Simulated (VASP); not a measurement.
Write the native input for VASP 6.6.1 that does the following.

| Property | Result |
| --- | --- |
| Task | relaxation of cell and atoms |
| Functional | PBE |
| Potentials or basis | VASP PAW PBE potentials, release 64 (Er_3, Nb_sv), 4f in core |
| Cutoff | 500 eV |
| k mesh | 6 × 6 × 6 |
| Occupations | gaussian, width 0.1 eV |
| Spin | no spin polarisation |
| Dipole correction | no |
| Further INCAR settings | ALGO = Normal; EDIFF = 1e-07; IBRION = 2; EDIFFG = -0.04; NSW = 90; ISIF = 3 |

The structure of ErNb2 lies in POSCAR:

```
ErNb2
1.0
    4.9263217402      0.0000000000      0.0000000000
   -2.4631608701      4.2663197742      0.0000000000
    0.0000000000      0.0000000000      3.0834118044
Er Nb
1 2
Direct
    0.0000000000      0.0000000000      0.0000000000
    0.3333333333      0.6666666667      0.5000000000
    0.6666666667      0.3333333333      0.5000000000
```

The cell was generated, and may not be a known phase.

The input as run:

INCAR

```
ALGO     = Normal         # electronic algorithm
EDIFF    = 1E-7           # SCF threshold, eV
EDIFFG   = -0.04          # ionic threshold
ENCUT    = 500            # plane-wave cutoff, eV
GGA      = PE             # functional
GGA_COMPAT= F            
IBRION   = 2              # ionic algorithm
ISIF     = 3              # what is computed and relaxed
ISMEAR   = 0              # smearing method
LASPH    = T              # aspherical terms in the spheres
LCHARG   = F              # write CHGCAR
LMAXMIX  = 6              # l up to which the mixer works
LREAL    = F              # projectors in reciprocal space
LWAVE    = F              # write WAVECAR
NELM     = 200            # most SCF steps
NELMIN   = 4            
NSW      = 90             # ionic steps
PREC     = Accurate       # precision mode
SIGMA    = 0.1            # smearing width, eV
```

KPOINTS

```
k-points
0
Gamma
  6 6 6
```

Potentials or basis: VASP PAW PBE potentials, release 64 (Er_3, Nb_sv), 4f in core.

Run with:

```bash
$ cat potpaw_PBE.64/Er_3/POTCAR potpaw_PBE.64/Nb_sv/POTCAR > POTCAR
$ mpirun -np 1 vasp_std > vasp.out
```

It gave:

The relaxed volume is 21.51 Å³/atom, the relaxed cell is a = 4.930 Å, b = 4.930 Å, c = 3.066 Å, α = 90.00°, β = 90.00°, γ = 120.00° and the space group after relaxing (to 0.1 Å) is P6/mmm (No. 191). The energy gained by relaxing is 0.3 meV/atom. The ionic steps are 2. The pressure after relaxing is 0.2 GPa and the band gap on the k mesh is zero (an odd number of electrons rules out a gap without spin polarisation).

Caveat: spin-orbit coupling is left out, which moves the levels of the heavy elements; the 4f electrons are frozen in the core, so they carry no moment and show no levels.

It took 84 s on 1 thread of Intel(R) Xeon(R) Platinum 8259CL CPU @ 2.50GHz (Skylake/Cascade Lake), on a shared host, peak memory 0.2 GiB.
